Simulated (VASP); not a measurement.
Set up this calculation in VASP 6.6.1, as the native input.

```
Task                   : relaxation of cell and atoms
Functional             : PBE
Potentials or basis    : VASP PAW PBE potentials, release 64 (Cs_sv, Ag)
Cutoff                 : 600 eV
k mesh                 : 10 × 10 × 10
Occupations            : gaussian, width 0.1 eV
Spin                   : no spin polarisation
Dipole correction      : no
Further INCAR settings : ALGO = Fast; EDIFF = 1e-06; IBRION = 2; EDIFFG = -0.01; NSW = 100; ISIF = 3
```

The structure of CsAg3 lies in POSCAR:

```
CsAg3
1.0
    4.8470220931      0.0000000000      0.0000000000
    0.0000000000      4.8470220931      0.0000000000
    0.0000000000      0.0000000000      4.8470220931
Cs Ag
1 3
Direct
    0.0000000000      0.0000000000      0.0000000000
    0.0000000000      0.5000000000      0.5000000000
    0.5000000000      0.0000000000      0.5000000000
    0.5000000000      0.5000000000      0.0000000000
```

The input as run:

INCAR

```
SYSTEM = CsAg3
  PREC = Accurate
  ENCUT = 600
  EDIFF = 1E-6
  ISMEAR = 0
  SIGMA = 0.1
  LREAL = .False.
  LASPH = .True.
  NELM = 100
  ALGO = Fast
  ISIF = 3
  LWAVE = .False.
  LCHARG = .False.
  GGA = PE
  IBRION = 2
  NSW = 100
  EDIFFG = -0.01
```

KPOINTS

```
regular mesh
0
Gamma
  10 10 10
  0 0 0
```

Potentials or basis: VASP PAW PBE potentials, release 64 (Cs_sv, Ag).

Run with:

```bash
$ cat potpaw_PBE.64/Cs_sv/POTCAR potpaw_PBE.64/Ag/POTCAR > POTCAR
$ mpirun -np 1 vasp_std > vasp.out
```

Results of the run:

- Relaxed volume: 28.52 Å³/atom
- Relaxed cell: a = 4.850 Å, b = 4.850 Å, c = 4.850 Å, α = 90.00°, β = 90.00°, γ = 90.00°
- Space group after relaxing (to 0.1 Å): Pm-3m (No. 221)
- Energy gained by relaxing: 0.0 meV/atom
- Ionic steps: 2
- Pressure after relaxing: 0.1 GPa
- Band gap on the k mesh: zero (bands 21 and 22 overlap by 1.64 eV)

Caveat: spin-orbit coupling is left out, which moves the levels of the heavy elements.

It took 2.8 min on 1 thread of Intel(R) Xeon(R) Platinum 8488C (Sapphire Rapids) (shared host), peak memory 0.36 GiB.
